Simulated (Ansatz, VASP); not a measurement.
CaF2: VASP beside Ansatz

INCAR

```
SYSTEM = CaF2
ALGO = Normal
EDIFF = 1E-7
EDIFFG = -0.001
ENCUT = 600
GGA_COMPAT = .FALSE.
IBRION = 2
ISIF = 3
ISMEAR = 0
LASPH = .TRUE.
LCHARG = .FALSE.
LREAL = .FALSE.
LWAVE = .FALSE.
NELM = 120
NELMIN = 4
NSW = 80
PREC = Accurate
SIGMA = 0.01
```

KPOINTS

```
k-points
0
G
  8 8 8
  0 0 0
```

Contents of POSCAR:

```
CaF2
1.0
    0.0000000000      2.6627662695      2.6627662695
    2.6627662695      0.0000000000      2.6627662695
    2.6627662695      2.6627662695      0.0000000000
Ca F
1 2
Direct
    0.0000000000      0.0000000000      0.0000000000
    0.2500000000      0.2500000000      0.2500000000
    0.7500000000      0.7500000000      0.7500000000
```

Input for Ansatz:

```yaml
crystal:
  lattice:
    - [0.0, 2.6627662695, 2.6627662695]
    - [2.6627662695, 0.0, 2.6627662695]
    - [2.6627662695, 2.6627662695, 0.0]
  atoms:
    - { symbol: Ca, position: [0.0, 0.0, 0.0] }
    - { symbol: F, position: [0.25, 0.25, 0.25] }
    - { symbol: F, position: [0.75, 0.75, 0.75] }
basis:
  ecutwfc: 420
kpoints:
  mp_grid: { grid: [8, 8, 8] }
hamiltonian:
  xc: lda
  pseudopotentials: { kind: paw, azcp: { folder: soft_1 } }
scf:
  occupations: { method: fixed }
output:
  forces: true
  stress: true
  eigenvalues: true
  write_density: true
  write_potential: true
  elf: true
  volumetric_format: npy
relax:
  adjacent_minimum: "off"
  f_tol: 0.001
  max_steps: 60
  cell: { stress_tol: 0.01 }
```

Alike in both runs: task relaxation of cell and atoms; functional LDA; k mesh 8 × 8 × 8; no spin polarisation.

```csv
,VASP,Ansatz
version,VASP 6.6.1,Ansatz 0.2.0
potentials or method,"VASP PAW LDA potentials, release 64 (Ca_sv, F), cutoff 600 eV","scalar-relativistic, plane waves, PAW"
occupations,"gaussian, width 0.01 eV",fixed
valence electrons in the cell,24,24
```

VASP gave:

- gap on the k mesh at the Fermi level, each at its own relaxed structure (eV): 7.33
- relaxed volume (Å³/atom): 12.65
- relaxed cell length with the largest relative difference (Å): 3.772

Which values does Ansatz return?

gap on the k mesh at the Fermi level, each at its own relaxed structure (eV): 7.38; relaxed volume (Å³/atom): 12.59; relaxed cell length with the largest relative difference (Å): 3.766.

Ansatz warns that its potentials were made for another functional, while VASP's fit it. LDA's correlation is that of Perdew and Zunger in VASP and of Perdew and Wang (1992) in Ansatz.
